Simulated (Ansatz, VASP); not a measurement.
**InSb in VASP and in Ansatz**

The input INCAR:

```
ALGO = Normal
EDIFF = 1E-8
ENCUT = 520
GGA = CA
ISIF = 2
ISMEAR = -1
LASPH = T
LCHARG = F
LEFG = T
LREAL = F
LWAVE = F
NBANDS = 16
NELM = 100
PREC = Accurate
SIGMA = 0.03
```

Contents of KPOINTS:

```
k-points
0
Gamma
  10 10 10
```

The input POSCAR:

```
InSb
1.0
    0.0000000000      3.2498612086      3.2498612086
    3.2498612086      0.0000000000      3.2498612086
    3.2498612086      3.2498612086      0.0000000000
In Sb
1 1
Direct
    0.0000000000      0.0000000000      0.0000000000
    0.7500000000      0.7500000000      0.7500000000
```

Input for Ansatz:

```yaml
crystal:
  lattice:
    - [0.0, 3.2498612086, 3.2498612086]
    - [3.2498612086, 0.0, 3.2498612086]
    - [3.2498612086, 3.2498612086, 0.0]
  atoms:
    - { symbol: In, position: [0.0, 0.0, 0.0] }
    - { symbol: Sb, position: [0.75, 0.75, 0.75] }
kpoints:
  mp_grid: { grid: [10, 10, 10] }
scf:
  occupations: { method: fermi_dirac, width: 0.03 }
hamiltonian:
  xc: lda
  pseudopotentials: { kind: all_electron, datasets: crystal }
output:
  forces: true
  stress: true
  eigenvalues: true
  efg: { contact_densities: true }
```

Change from the starting cell: volume scaled by 1.01, crystal datasets.

Alike in both runs: task electric field gradients; functional LDA; k mesh 10 × 10 × 10; occupations fermi-dirac, width 0.03 eV; no spin polarisation.

```csv
,VASP,Ansatz
version,VASP 6.6.1,Ansatz 0.2.0
potentials or method,"VASP PAW LDA potentials, release 64 (In_d, Sb), cutoff 520 eV","all-electron PAW with datasets made for the crystal, scalar-relativistic"
```

VASP gave:

- pressure (GPa): -0.9

Problem. Estimate Ansatz's values.

Solution. Pressure (GPa): -1.0.

LDA's correlation is that of Perdew and Zunger in VASP and of Perdew and Wang (1992) in Ansatz. Ansatz ran all-electron here, and VASP with PAW potentials.

Neither program's run includes spin-orbit coupling.
